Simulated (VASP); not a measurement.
H28C6O3, 37 atoms in the cell. The cell holds an amorphous packing of atoms, 37 atoms: a = 5.530 Å, b = 5.848 Å, c = 5.869 Å, α = 88.82°, β = 89.64°, γ = 94.24°. 

| Quantity | Value |
| --- | --- |
| Program | VASP 6.6.1 |
| Task | single point |
| Functional | PBE |
| Potentials or basis | VASP PAW PBE potentials, release 64 (C, O, H) |
| Cutoff | 520 eV |
| k mesh | 1 × 1 × 1 |
| Occupations | fermi-dirac, width 0.05 eV |
| Spin | no spin polarisation |
| Dipole correction | no |
| Further INCAR settings | LREAL = Auto; ALGO = Normal; EDIFF = 1e-06; NBANDS = 59 |

Potentials or basis: VASP PAW PBE potentials, release 64 (C, O, H).

Command:

```console
$ cat potpaw_PBE.64/C/POTCAR potpaw_PBE.64/O/POTCAR potpaw_PBE.64/H/POTCAR > POTCAR
$ mpirun -np 1 vasp_gam > vasp.out
```

Hardware: 1 thread of Intel(R) Xeon(R) 6975P-C (Granite Rapids) (shared host).

How long does it take, and how much memory?

Run time: 33 s on 1 thread of Intel(R) Xeon(R) 6975P-C (Granite Rapids), with other jobs on the host, peak memory 0.27 GiB. Counts: scf iterations 16, k points 1.
